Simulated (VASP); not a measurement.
# TiO: single point with PBEsol

TiO:

```xyz
2
Lattice="2.8475 0.0000 0.0000 -1.4237 2.4660 0.0000 0.0000 0.0000 2.8411" Properties=species:S:1:pos:R:3 pbc="T T T"
Ti    1.4237    0.8220    0.0000
O     0.0000    0.0000    1.4205
```

This cell differs from its parent crystal: volume scaled by 1.06, then relaxed in part.

| Quantity | Value |
| --- | --- |
| Program | VASP 6.6.1 |
| Task | single point |
| Functional | PBEsol |
| Potentials or basis | VASP PAW PBE potentials, release 64 (Ti_sv, O) |
| Cutoff | 520 eV |
| k mesh | 18 × 18 × 16 |
| Occupations | gaussian, width 0.1 eV |
| Spin | no spin polarisation |
| Dipole correction | no |
| Further INCAR settings | ALGO = Normal; EDIFF = 1e-06; NBANDS = 16 |

```
Pressure               : -12.6 GPa
Band gap on the k mesh : zero (band 9 reaches 10.90 eV, above the bottom of band 10 at 10.84 eV)
```

Stress tensor (GPa, compression positive):
```
-12.65   0.00   0.00
  0.00 -12.65   0.00
  0.00   0.00 -12.49
```

Levels at points of the mesh, in eV from the Fermi level:
| k point | band 7 | band 8 | band 9 | band 10 | band 11 | band 12 |
| --- | --- | --- | --- | --- | --- | --- |
| (0.00, 0.00, 0.00) | -5.55 | -5.31 | -2.87 | 1.31 | 1.60 | 1.60 |
| (0.50, 0.00, 0.00) | -6.31 | -5.31 | -2.38 | 1.54 | 1.84 | 2.65 |
| (0.00, 0.00, 0.50) | -5.19 | -5.19 | 0.01 | 0.01 | 0.80 | 1.79 |
| (0.50, 0.00, 0.50) | -7.74 | -6.47 | -0.74 | 1.62 | 2.79 | 2.90 |

It took 42 s on 1 thread of Intel(R) Xeon(R) 6975P-C (Granite Rapids), with other jobs on the host, peak memory 0.22 GiB.

Caveat: the PAW data sets were made with another functional, which shifts forces and pressure a little; semilocal functionals often make such compounds metallic where correlation or magnetic order opens a gap, which also shifts bond lengths.
